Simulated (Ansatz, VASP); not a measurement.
**Two plane-wave programs on Hf3TiN4**

```
CELL_PARAMETERS angstrom
3.17597 0.00000 0.00000
0.00000 3.17597 0.00000
0.00000 0.00000 8.99133
ATOMIC_POSITIONS crystal
Hf 0.50000 0.50000 0.23939
Hf 0.00000 0.00000 0.50000
Hf 0.50000 0.50000 0.76061
Ti 0.00000 0.00000 0.00000
N 0.00000 0.00000 0.24647
N 0.50000 0.50000 0.50000
N 0.00000 0.00000 0.75353
N 0.50000 0.50000 0.00000
```

Alike in both runs: functional PBE; k mesh 6 × 6 × 2; occupations gaussian, width 0.1 eV; collinear spin.

Ansatz relaxed the structure, and its values are those at the end. VASP's run is a single point on that final structure, the one shown.

|  | VASP | Ansatz |
| --- | --- | --- |
| version | VASP 6.6.1 | Ansatz 0.2.0 |
| potentials or method | VASP PAW PBE potentials, release 64 (Hf_pv, Ti_sv, N), cutoff 520 eV | scalar-relativistic, plane waves, PAW |
| valence electrons in the cell | 62 | 110 |

VASP gave:

```
gap on the k mesh at the Fermi level (eV) : none
pressure (GPa)                            : -2.1
rms of the force components (eV/Å)        : 0.020
net moment per atom (μB)                  : 0.00
```

What did Ansatz give for the same quantities?

gap on the k mesh at the Fermi level (eV): none; pressure (GPa): -0.3; rms of the force components (eV/Å): 0.003; net moment per atom (μB): 0.00.

A gap of «none» marks a metal or a gap that the smearing closes. VASP's potentials hold 62 valence electrons a cell and Ansatz's 110, so a difference there can come from the potentials and not from the codes. Ansatz's warnings: seeded moment not kept.

Neither program's run includes spin-orbit coupling.
